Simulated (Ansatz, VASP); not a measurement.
## Two plane-wave programs on ScAl3

INCAR

```
SYSTEM = ScAl3
  ALGO = Normal
  EDIFF = 1E-6
  ENCUT = 520
  GGA = PS
  ISIF = 2
  ISMEAR = 0
  LASPH = .True.
  LCHARG = .False.
  LREAL = .False.
  LWAVE = .False.
  NBANDS = 18
  NELM = 100
  PREC = Accurate
  SIGMA = 0.1
```

The input KPOINTS:

```
k-points
0
Gamma
  10 10 10
  0 0 0
```

The input POSCAR:

```
ScAl3
1.0
    4.1053305961      0.0000000000      0.0000000000
    0.0000000000      4.1053305961      0.0000000000
    0.0000000000      0.0000000000      4.1053305961
Sc Al
1 3
Direct
    0.0000000000      0.0000000000      0.0000000000
    0.5000000000      0.0000000000      0.5000000000
    0.0000000000      0.5000000000      0.5000000000
    0.5000000000      0.5000000000      0.0000000000
```

Input for Ansatz:

```yaml
crystal:
  lattice:
    - [4.1053305961, 0.0, 0.0]
    - [0.0, 4.1053305961, 0.0]
    - [0.0, 0.0, 4.1053305961]
  atoms:
    - { symbol: Sc, position: [0.0, 0.0, 0.0] }
    - { symbol: Al, position: [0.5, 0.0, 0.5] }
    - { symbol: Al, position: [0.0, 0.5, 0.5] }
    - { symbol: Al, position: [0.5, 0.5, 0.0] }
basis:
  ecutwfc: 420
kpoints:
  mp_grid: { grid: [10, 10, 10] }
  band_path:
    path:
      - [[0.0, 0.0, 0.0], [0.0, 0.5, 0.0], [0.5, 0.5, 0.0], [0.0, 0.0, 0.0], [0.5, 0.5, 0.5], [0.0, 0.5, 0.0]]
      - [[0.5, 0.5, 0.5], [0.5, 0.5, 0.0]]
    npoints: 14
hamiltonian:
  xc: pbesol
scf:
  occupations: { method: gaussian, width: 0.1 }
  n_extra_bands: 10
output:
  forces: true
  stress: true
  eigenvalues: true
  populations: true
  dos: { projected: true, de: 0.02, nscf_kmesh: { grid: [15, 15, 15] } }
  bader: true
  write_density: true
  write_potential: true
  elf: true
  volumetric_format: npy
```

Alike in both runs: task single point; functional PBEsol; k mesh 10 × 10 × 10; occupations gaussian, width 0.1 eV; no spin polarisation.

|  | VASP | Ansatz |
| --- | --- | --- |
| version | VASP 6.6.1 | Ansatz 0.2.0 |
| potentials or method | VASP PAW PBE potentials, release 64 (Sc_sv, Al), cutoff 520 eV | scalar-relativistic, plane waves, PAW |
| valence electrons in the cell | 20 | 20 |

```tsv
	VASP	Ansatz	Ansatz less VASP
gap on the k mesh at the Fermi level (eV)	none	none	-
pressure (GPa)	-2.1	-2.2	-0.09
```

VASP's potentials were made for PBE, not for PBEsol. A gap of «none» marks a metal or a gap that the smearing closes.
